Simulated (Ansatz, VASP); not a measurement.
## One calculation of BN, two programs

INCAR

```
SYSTEM = BN
  PREC = Accurate
  ENCUT = 520
  EDIFF = 1E-6
  ISMEAR = 0
  SIGMA = 0.02
  LREAL = .FALSE.
  LASPH = .TRUE.
  NELM = 100
  ALGO = Normal
  ISIF = 2
  LWAVE = .FALSE.
  LCHARG = .FALSE.
  GGA = PE
  NBANDS = 16
```

The input KPOINTS:

```
regular mesh
0
G
  12 12 4
  0 0 0
```

POSCAR

```
BN
1.0
    2.6437394813     -0.0431437771     -0.0057842208
   -1.3592333477      2.2283883861      0.0300419862
   -0.0153873720      0.0833982240      6.8874809640
B N
2 2
Direct
    0.3201962004      0.6618062098      0.2484327148
    0.6828697651      0.3434231622      0.7471626734
    0.3341830048      0.6611375512      0.7504128385
    0.6627510298      0.3336330768      0.2539917733
```

Input for Ansatz:

```yaml
crystal:
  lattice:
    - [2.6437394813, -0.0431437771, -0.0057842208]
    - [-1.3592333477, 2.2283883861, 0.0300419862]
    - [-0.015387372, 0.083398224, 6.887480964]
  atoms:
    - { symbol: B, position: [0.3201962004, 0.6618062098, 0.2484327148] }
    - { symbol: B, position: [0.6828697651, 0.3434231622, 0.7471626734] }
    - { symbol: "N", position: [0.3341830048, 0.6611375512, 0.7504128385] }
    - { symbol: "N", position: [0.6627510298, 0.3336330768, 0.2539917733] }
basis:
  ecutwfc: 420
kpoints:
  mp_grid: { grid: [12, 12, 4] }
hamiltonian:
  xc: pbe
scf:
  occupations: { method: gaussian, width: 0.02 }
output:
  forces: true
  stress: true
  eigenvalues: true
```

Change from the starting cell: all atoms moved at random, cell strained at random.

Alike in both runs: task single point; functional PBE; k mesh 12 × 12 × 4; occupations gaussian, width 0.02 eV; no spin polarisation.

|  | VASP | Ansatz |
| --- | --- | --- |
| version | VASP 6.6.1 | Ansatz 0.2.0 |
| potentials or method | VASP PAW PBE potentials, release 64 (B, N), cutoff 520 eV | scalar-relativistic, plane waves, PAW |
| valence electrons in the cell | 16 | 16 |

|  | VASP | Ansatz | Ansatz less VASP |
| --- | --- | --- | --- |
| gap on the k mesh at the Fermi level (eV) | 3.96 | 3.96 | +0.005 |
| least direct gap on the mesh (eV) | 4.28 | 4.28 | +0.006 |
| pressure (GPa) | -18.1 | -18.1 | -0.03 |
| traceless stress, the component that is largest in VASP (GPa) | 19.58 | 19.73 | +0.149 |
| rms of the force components (eV/Å) | 0.605 | 0.604 | -0.0007 |

Atom by atom the forces differ by 0.003 eV/Å (rms over components). With one functional, cell and mesh, what is left measures potentials, basis and numerics.
